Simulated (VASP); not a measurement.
Input of a VASP 6.6.1 run:

INCAR

```
  ALGO = Normal
  DIPOL = 0.5 0.5 0.335
  EDIFF = 1E-7
  ENCUT = 520
  GGA = PE
  IDIPOL = 3
  ISIF = 2
  ISMEAR = 0
  IVDW = 12
  LASPH = True
  LCHARG = False
  LDIPOL = True
  LREAL = False
  LWAVE = False
  NBANDS = 16
  NELM = 60
  PREC = Accurate
  SIGMA = 0.1
```

The input KPOINTS:

```
k-points
0
Gamma
  15 15 1
```

POSCAR

```
C
1.0
    2.4656524409      0.0000000000      0.0000000000
   -1.2328262205      2.1353176508      0.0000000000
    0.0000000000      0.0000000000     17.5000663883
C
4
Direct
    0.6666666667      0.3333333333      0.2571437784
    0.3333333333      0.6666666667      0.2571418816
    0.8333333333      0.3333333333      0.4120022306
    0.5000000000      0.6666666667      0.4120003338
```

Potentials or basis: VASP PAW PBE potentials, release 64 (C).

Command:

```sh
$ cat potpaw_PBE.64/C/POTCAR > POTCAR
$ mpirun -np 1 vasp_std > vasp.out
```

Q: What does it give for the dispersion energy per atom?

A: -0.136 eV.

Q: Predict the band gap on the k mesh.

A: 0.30 eV, indirect (least direct gap 0.31 eV).

Q: Estimate the largest force.

A: 0.637 eV/Å.

Forces on the atoms (eV/Å):
```
C   -0.119  0.036 -0.624
C   -0.119 -0.036 -0.624
C    0.119  0.036  0.624
C    0.119 -0.036  0.624
```
